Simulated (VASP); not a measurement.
# Cl (Fd-3m) in VASP: a series of runs

Cl is run at these levels: PBEsol; tasks: single point, relaxation of cell and atoms.

All numbers are computed with VASP 6.6.1; they aren't measurements. Logs are shortened: lines on timing, memory, paths and dates and some standing lists are left out, and cuts for length are marked.

## (1) The cell of the first run

The structure is cubic, space group Fd-3m (No. 227). Conventional cell: a = 6.283 Å, b = 6.283 Å, c = 6.283 Å, α = 90.00°, β = 90.00°, γ = 90.00°. Cl (site symmetry -43m) has 4 Cl at 2.72 Å within 3.6 Å.

## (2) Single point, PBEsol

INCAR

```
PREC     = Accurate       # precision mode
ENCUT    = 500            # plane-wave cutoff, eV
EDIFF    = 1E-6           # SCF threshold, eV
ISMEAR   = -1             # smearing method
SIGMA    = 0.02           # smearing width, eV
LREAL    = F              # projectors in reciprocal space
LASPH    = T              # aspherical terms in the spheres
NELM     = 120            # most SCF steps
ALGO     = Normal         # electronic algorithm
ISIF     = 2              # what is computed and relaxed
LWAVE    = F              # write WAVECAR
LCHARG   = F              # write CHGCAR
GGA      = PS             # functional
NBANDS   = 14             # bands
GGA_COMPAT= F
```

KPOINTS

```
regular mesh
0
Gamma
  5 5 5
```

POSCAR

```
Cl
1.0
    0.0000000000      3.1416440872      3.1416440872
    3.1416440872      0.0000000000      3.1416440872
    3.1416440872      3.1416440872      0.0000000000
Cl
2
Direct
    1.0000000000      1.0000000000      1.0000000000
    0.2500000000      0.2500000000      0.2500000000
```

Potentials or basis: VASP PAW PBE potentials, release 64 (Cl).

On the command line:

```sh
> cat potpaw_PBE.64/Cl/POTCAR > POTCAR
> mpirun -np 1 vasp_std > vasp.out
```

OUTCAR:

```text
PREC = Accurate
   ENCUT = 500
   EDIFF = 1E-6
   ISMEAR = -1
   LREAL = F
   LASPH = T
   NELM = 120
   ISIF = 2
   GGA = PS

 ion  position               nearest neighbor table
   1  0.000  0.000  0.000-
   2  0.250  0.250  0.250-

  LATTYP: Found a face centered cubic cell.
 ALAT       =     6.2832881744

  Lattice vectors:

 A1 = (   0.0000000000,   3.1416440872,   3.1416440872)
 A2 = (   3.1416440872,   0.0000000000,   3.1416440872)
 A3 = (   3.1416440872,   3.1416440872,   0.0000000000)

Analysis of symmetry for initial positions (statically):
=====================================================================
 Subroutine PRICEL returns:
 Original cell was already a primitive cell.

 Routine SETGRP: Setting up the symmetry group for a
 face centered cubic supercell.

 Subroutine GETGRP returns: Found 48 space group operations
 (whereof 24 operations were pure point group operations)
 out of a pool of 48 trial point group operations.

The static configuration has the point symmetry T_d .
 The point group associated with its full space group is O_h .

Analysis of symmetry for dynamics (positions and initial velocities):
=====================================================================
 Subroutine PRICEL returns:
 Original cell was already a primitive cell.

 Routine SETGRP: Setting up the symmetry group for a
 face centered cubic supercell.

 Subroutine GETGRP returns: Found 48 space group operations
 (whereof 24 operations were pure point group operations)
 out of a pool of 48 trial point group operations.

The dynamic configuration has the point symmetry T_d .
 The point group associated with its full space group is O_h .

 Subroutine INISYM returns: Found 48 space group operations
 (whereof 24 operations are pure point group operations),
 and found     1 'primitive' translations

----------------------------------------------------------------------------------------

                                     Primitive cell

  volume of cell :      62.0156

  direct lattice vectors                    reciprocal lattice vectors
     0.000000000  3.141644087  3.141644087    -0.159152337  0.159152337  0.159152337
     3.141644087  0.000000000  3.141644087     0.159152337 -0.159152337  0.159152337
     3.141644087  3.141644087  0.000000000     0.159152337  0.159152337 -0.159152337

  length of vectors
     4.442955676  4.442955676  4.442955676     0.275659935  0.275659935  0.275659935

  position of ions in fractional coordinates (direct lattice)
     0.000000000  0.000000000  0.000000000
     0.250000000  0.250000000  0.250000000

  ion indices of the primitive-cell ions
   primitive index   ion index
                 1           1
                 2           2

----------------------------------------------------------------------------------------

 KPOINTS: regular mesh

Automatic generation of k-mesh.
 Grid dimensions read from file:
 generate k-points for:    5    5    5

 Generating k-lattice:

  Cartesian coordinates                     Fractional coordinates (reciprocal lattice)
    -0.031830467  0.031830467  0.031830467     0.200000000  0.000000000  0.000000000
     0.031830467 -0.031830467  0.031830467     0.000000000  0.200000000  0.000000000
     0.031830467  0.031830467 -0.031830467     0.000000000  0.000000000  0.200000000

  Length of vectors
     0.055131987  0.055131987  0.055131987

  Shift w.r.t. Gamma in fractional coordinates (k-lattice)
     0.000000000  0.000000000  0.000000000

 Subroutine IBZKPT returns following result:
 ===========================================

 Found     10 irreducible k-points:

 Following reciprocal coordinates:
            Coordinates               Weight
  0.000000  0.000000  0.000000      1.000000
  0.200000  0.000000  0.000000      8.000000
  0.400000  0.000000  0.000000      8.000000
  0.200000  0.200000  0.000000      6.000000
  0.400000  0.200000  0.000000     24.000000
 -0.400000  0.200000  0.000000     24.000000
 -0.200000  0.200000  0.000000     12.000000
  0.400000  0.400000  0.000000      6.000000
 -0.400000  0.400000  0.000000     12.000000
 -0.400000  0.400000  0.200000     24.000000
   k-points           NKPTS =     10   k-points in BZ     NKDIM =     10   number of bands    NBANDS=     14
   number of dos      NEDOS =    301   number of ions     NIONS =      2
   total plane-waves  NPLWV =  32768
   dimension x,y,z NGX =    32 NGY =   32 NGZ =   32
   dimension x,y,z NGXF=    64 NGYF=   64 NGZF=   64
   ions per type =               2
   NGX,Y,Z   is equivalent  to a cutoff of  11.97, 11.97, 11.97 a.u.
   NGXF,Y,Z  is equivalent  to a cutoff of  23.95, 23.95, 23.95 a.u.
 SYSTEM =  unknown system
   PREC   = accura    normal or accurate (medium, high low for compatibility)
   ISTART =      0    job   : 0-new  1-cont  2-samecut
   ICHARG =      2    charge: 1-file 2-atom 10-const
   ISPIN  =      1    spin polarized calculation?
   LNONCOLLINEAR =      F non collinear calculations
   LSORBIT =      F    spin-orbit coupling
   LASPH  =      T    aspherical Exc in radial PAW
   ENCUT  =  500.0 eV  36.75 Ry    6.06 a.u.   8.10  8.10  8.10*2*pi/ulx,y,z
   NELM   =    120;   NELMIN=  2; NELMDL= -5     # of ELM steps
   EDIFF  = 0.1E-05   stopping-criterion for ELM
   LREAL  =      F    real-space projection
   EDIFFG = 0.1E-04   stopping-criterion for IOM
   NSW    =      0    number of steps for IOM
   IBRION =     -1    ionic relax: 0-MD 1-quasi-New 2-CG
   NFREE  =      0    steps in history (QN), initial steepest desc. (CG)
   ISIF   =      2    stress and relaxation
   ISYM   =      2    0-nonsym 1-usesym 2-fastsym
   POTIM  = 0.5000    time-step for ionic-motion
   TEBEG  =    0.0;   TEEND  =   0.0 temperature during run
   PSTRESS=    0.0 pullay stress
   NELECT =      14.0000    total number of electrons
   NUPDOWN=      -1.0000    fix difference up-down
   EMIN   =  10.00;   EMAX   =-10.00  energy-range for DOS
   EFERMI =   0.00;   METHOD = LEGACY
   ISMEAR =    -1;   SIGMA  =   0.02  broadening in eV -4-tet -1-fermi 0-gaus
   EFERMI_NEDOS =   21; number of points for ismear=-14 and -15
   IALGO  =     38    algorithm
   IMIX   =      4    mixing-type and parameters
     AMIX     =   0.40;   BMIX     =  1.00
     AMIX_MAG =   1.60;   BMIX_MAG =  1.00
  volume/ion in A,a.u.               =      31.01       209.25
  Fermi-wavevector in a.u.,A,eV,Ry     =   0.996821  1.883719 13.519459  0.993652
  Thomas-Fermi vector in A             =   2.128935
   LORBIT       =      0    0 simple, 1 ext, 2 COOP (PROOUT), +10 PAW based schemes
   GGA     = PS    functional components
   LHFCALC =     F    Hartree Fock is set to
   AEXX    =    0.0000 exact exchange contribution
   IVDW    =     0    specifies the selected vdW correction
   LEPSILON=     F    determine dielectric tensor
   LRPA    =     F    only Hartree local field effects (RPA)
 non-spin polarized calculation
  energy-cutoff  :      500.00
  volume of cell :       62.02
 maximum number of plane-waves:      1596
   NGX = 17   NGY = 17   NGZ = 17

 number of electron      14.0000002 magnetization

 Free energy of the ion-electron system (eV)
  ---------------------------------------------------
  ext. energy  EPLUGINS =         0.00000000
  ---------------------------------------------------
  free energy    TOTEN  =        -2.32484413 eV

  energy without entropy =       -2.31974488  energy(sigma->0) =       -2.32229451

 E-fermi :  -0.6033     XC(G=0):  -7.5277

 val. band max:       -0.7090738091   @ k =   0.4000   0.2000   0.0000
 cond. band min:      -0.5860183960   @ k =   0.4000   0.2000   0.0000
 fundamental gap:      0.1230554132
 Fermi energy:        -0.6032682103

 k-point     1 :       0.0000    0.0000    0.0000
  band No.  band energies     occupation
      1     -16.1371      2.00000
      2     -13.2330      2.00000
      3      -3.6659      2.00000
      4      -3.6659      2.00000
      5      -3.6659      2.00000
      6      -1.6026      2.00000
      7      -1.6026      2.00000
      8      -1.6026      2.00000
      9       5.6719      0.00000
     10       9.6913      0.00000
     11       9.6913      0.00000
     12      11.4264      0.00000
     13      11.4264      0.00000
     14      11.4264      0.00000

 k-point     2 :       0.2000    0.0000    0.0000
  band No.  band energies     occupation
      1     -15.9680      2.00000
      2     -13.4914      2.00000
      3      -3.8495      2.00000
      4      -3.8495      2.00000
      5      -3.8328      2.00000
      6      -1.3674      2.00000
      7      -1.3542      2.00000
      8      -1.3542      2.00000
      9       6.4419      0.00000
     10       9.2323      0.00000
     11       9.2323      0.00000
     12      10.9370      0.00000
     13      12.4584      0.00000
     14      12.6442      0.00000

 k-point     3 :       0.4000    0.0000    0.0000
  band No.  band energies     occupation
      1     -15.5955      2.00000
      2     -14.0016      2.00000
      3      -4.1369      2.00000
      4      -4.0842      2.00000
      5      -4.0842      2.00000
      6      -1.0234      2.00000
      7      -1.0234      2.00000
      8      -0.8219      1.99996
      9       7.6493      0.00000
     10       9.2768      0.00000
     11       9.3542      0.00000
     12       9.3542      0.00000
     13      11.7991      0.00000
     14      11.7991      0.00000
[... 86 lines left out ...]
 k-point     9 :      -0.4000    0.4000    0.0000
  band No.  band energies     occupation
      1     -14.9751      2.00000
      2     -14.7110      2.00000
      3      -4.7889      2.00000
      4      -4.5169      2.00000
      5      -2.7839      2.00000
      6      -2.1793      2.00000
      7      -0.3479      0.00001
      8      -0.2396      0.00000
      9       7.2020      0.00000
     10       7.7274      0.00000
     11      10.3529      0.00000
     12      12.3931      0.00000
     13      12.7626      0.00000
     14      12.9539      0.00000

 k-point    10 :      -0.4000    0.4000    0.2000
  band No.  band energies     occupation
      1     -15.1854      2.00000
      2     -14.4849      2.00000
      3      -4.7686      2.00000
      4      -4.5160      2.00000
      5      -2.8200      2.00000
      6      -1.9949      2.00000
      7      -0.4725      0.00289
      8      -0.3417      0.00000
      9       7.4030      0.00000
     10       7.6054      0.00000
     11      10.3854      0.00000
     12      11.5423      0.00000
     13      12.2607      0.00000
     14      12.9120      0.00000

------------------------ aborting loop because EDIFF is reached ----------------------------------------

  FORCE on cell =-STRESS in cart. coord.  units (eV):
  Direction    XX          YY          ZZ          XY          YZ          ZX
  --------------------------------------------------------------------------------------
  -------------------------------------------------------------------------------------
  Total        0.0011230      0.0011230      0.0011230     -0.0000000     -0.0000000      0.0000000
  in kB        0.0290140      0.0290140      0.0290140     -0.0000000     -0.0000000      0.0000000
  external PRESSURE =       0.0290140 kB  Pullay stress =       0.0000000 kB

 VOLUME and BASIS-vectors are now :
 -----------------------------------------------------------------------------
  energy-cutoff  :      500.00
  volume of cell :       62.02
      direct lattice vectors                 reciprocal lattice vectors
     0.000000000  3.141644087  3.141644087    -0.159152337  0.159152337  0.159152337
     3.141644087  0.000000000  3.141644087     0.159152337 -0.159152337  0.159152337
     3.141644087  3.141644087  0.000000000     0.159152337  0.159152337 -0.159152337

 POSITION                                       TOTAL-FORCE (eV/Angst)
 -----------------------------------------------------------------------------------
      0.00000      0.00000      0.00000        -0.000000     -0.000000     -0.000000
      1.57082      1.57082      1.57082         0.000000      0.000000      0.000000
 -----------------------------------------------------------------------------------
    total drift:                               -0.000000      0.000000      0.000000

  FREE ENERGIE OF THE ION-ELECTRON SYSTEM (eV)
  ---------------------------------------------------
  free  energy   TOTEN  =        -2.3248441311 eV

  energy  without entropy=       -2.3197448846  energy(sigma->0) =       -2.32229451
```

Wall time 3.4 s (1 thread of AMD EPYC 9R45 (Zen 5), shared host); peak memory 0.13 GiB.

What came out:

```
Free energy            : -2.3248 eV
Pressure               : 0.0 GPa
Band gap on the k mesh : zero (bands 7 and 8 overlap by 1.29 eV)
```

Caveat: the PAW data sets were made with another functional, which shifts forces and pressure a little.

## (3) Relaxation of cell and atoms, PBEsol

This run uses another cell than the first one, of 29.08 Å³/atom.

INCAR

```
PREC = Accurate
ENCUT = 500
EDIFF = 1E-7
ISMEAR = -1
SIGMA = 0.02
LREAL = False
LASPH = True
NELM = 120
ALGO = Normal
ISIF = 3
LWAVE = False
LCHARG = False
GGA = PS
IBRION = 2
NSW = 60
EDIFFG = -0.03
GGA_COMPAT = False
NELMIN = 4
```

KPOINTS

```
Automatic mesh
0
Gamma
  5 5 5
```

POSCAR

```
Cl
1.0
    0.0000000000      3.0750000000      3.0750000000
    3.0750000000      0.0000000000      3.0750000000
    3.0750000000      3.0750000000      0.0000000000
Cl
2
Direct
    1.0000000000      1.0000000000      1.0000000000
    0.2500000000      0.2500000000      0.2500000000
```

Potentials or basis: VASP PAW PBE potentials, release 64 (Cl).

On the command line:

```sh
> cat potpaw_PBE.64/Cl/POTCAR > POTCAR
> mpirun -np 1 vasp_std > vasp.out
```

Run time: 7.1 s. Hardware: 1 thread of AMD EPYC 9R45 (Zen 5), shared host; peak memory 0.14 GiB.

It converged, with:

```
Free energy                           : -2.3231 eV
Relaxed volume                        : 31.03 Å³/atom
Relaxed cell                          : a = 4.444 Å, b = 4.444 Å, c = 4.444 Å, α = 60.00°, β = 60.00°, γ = 60.00°
Space group after relaxing (to 0.1 Å) : Fd-3m (No. 227)
Energy gained by relaxing             : 9.8 meV/atom
Ionic steps                           : 3
Pressure after relaxing               : 0.0 GPa
Band gap on the k mesh                : zero (bands 7 and 8 overlap by 1.29 eV)
```

Step by step:
```
step  energy change (eV)  largest force (eV/Å)  pressure (GPa)  volume (Å³)
   1              0.0000                0.0000            1.74        58.15
   2             -0.0180                0.0000            0.45        60.85
   3             -0.0196                0.0000           -0.02        62.06
```

Final structure:
```
Cl
1.0
     0.00000    3.14240    3.14240
     3.14240    0.00000    3.14240
     3.14240    3.14240    0.00000
Cl
2
Cartesian
  0.0000 0.0000 0.0000
  1.5712 1.5712 1.5712
```

Levels at points of the mesh, in eV from the Fermi level:
```csv
k point,band 5,band 6,band 7,band 8,band 9,band 10
"(0.00, 0.00, 0.00)",-3.06,-1.00,-1.00,-1.00,6.28,10.30
```

Caveat: the PAW data sets were made with another functional, which shifts forces and pressure a little.
